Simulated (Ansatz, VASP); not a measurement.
# ZnS: VASP beside Ansatz

```
Zn S
1.0
     3.78158    0.00000    0.00000
    -1.89079    3.27494    0.00000
     0.00000    0.00000    6.20896
Zn S
2 2
Direct
  0.33333 0.66667 0.00544
  0.66667 0.33333 0.50544
  0.33333 0.66667 0.37956
  0.66667 0.33333 0.87956
```

Change from the starting cell: unstrained.

Alike in both runs: task single point; functional PBEsol; k mesh 6 × 6 × 4; no spin polarisation.

|  | VASP | Ansatz |
| --- | --- | --- |
| version | VASP 6.6.1 | Ansatz 0.2.0 |
| potentials or method | VASP PAW PBE potentials, release 64 (Zn, S), cutoff 520 eV | all-electron LAPW, scalar-relativistic |
| occupations | gaussian, width 0.01 eV | fixed |

|  | VASP | Ansatz | Ansatz less VASP |
| --- | --- | --- | --- |
| gap on the k mesh at the Fermi level (eV) | 2.16 | 2.16 | -0.003 |
| pressure (GPa) | 0.2 | 0.0 | -0.19 |
| traceless stress, the component that is largest in VASP (GPa) | -0.05 | -0.06 | -0.002 |

VASP's potentials were made for PBE, not for PBEsol. Ansatz ran all-electron here, and VASP with PAW potentials.
